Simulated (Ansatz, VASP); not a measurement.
Ru: VASP beside Ansatz

Contents of POSCAR:

```
Ru
1.0
    2.6246253542      0.0000000000      0.0000000000
   -1.3123126771      2.2729922322      0.0000000000
    0.0000000000      0.0000000000      4.4103570000
Ru
2
Direct
    0.3333333333      0.6666666667      0.2500000000
    0.6666666667      0.3333333333      0.7500000000
```

INCAR.step1

```
SYSTEM = Ru
PREC = Accurate
ENCUT = 520
ISMEAR = 0
SIGMA = 0.15
LREAL = .False.
LASPH = .True.
NELM = 60
NBANDS = 21
GGA = PE
ALGO = Normal
EDIFF = 1E-4
LWAVE = .True.
LCHARG = .False.
```

File INCAR.step2:

```
SYSTEM = Ru
PREC = Accurate
ENCUT = 520
EDIFF = 1E-6
ISMEAR = 0
SIGMA = 0.15
LREAL = .False.
LASPH = .True.
NELM = 60
ALGO = Normal
ISIF = 2
LWAVE = .False.
LCHARG = .False.
METAGGA = R2SCAN
LMIXTAU = .True.
NBANDS = 21
ISTART = 1
```

Contents of KPOINTS:

```
Automatic mesh
0
Gamma
  24 24 12
  0 0 0
```

Input for Ansatz:

```yaml
crystal:
  lattice:
    - [2.6246253542, 0.0, 0.0]
    - [-1.3123126771, 2.2729922322, 0.0]
    - [0.0, 0.0, 4.410357]
  atoms:
    - { symbol: Ru, position: [0.3333333333, 0.6666666667, 0.25] }
    - { symbol: Ru, position: [0.6666666667, 0.3333333333, 0.75] }
basis:
  ecutwfc: 500
kpoints:
  mp_grid: { grid: [24, 24, 12] }
hamiltonian:
  xc: r2scan
scf:
  occupations: { method: gaussian, width: 0.15 }
output:
  forces: true
  stress: true
  eigenvalues: true
```

Change from the starting cell: strain -0.030 along x and y, +0.030 along z, atoms carried along.

Alike in both runs: task single point; functional r2SCAN; k mesh 24 × 24 × 12; occupations gaussian, width 0.15 eV; no spin polarisation.

|  | VASP | Ansatz |
| --- | --- | --- |
| version | VASP 6.6.1 | Ansatz 0.2.0 |
| potentials or method | VASP PAW PBE potentials, release 64 (Ru_pv), cutoff 520 eV | scalar-relativistic, plane waves, PAW |
| valence electrons in the cell | 28 | 32 |

```csv
,VASP,Ansatz,Ansatz less VASP
gap on the k mesh at the Fermi level (eV),none,none,-
pressure (GPa),11.5,9.8,-1.75
"traceless stress, the component that is largest in VASP (GPa)",-21.93,-21.85,+0.077
```

VASP's potentials were made for PBE, not for r2SCAN. A gap of «none» marks a metal or a gap that the smearing closes. VASP's potentials hold 28 valence electrons a cell and Ansatz's 32, so a difference there can come from the potentials and not from the codes.
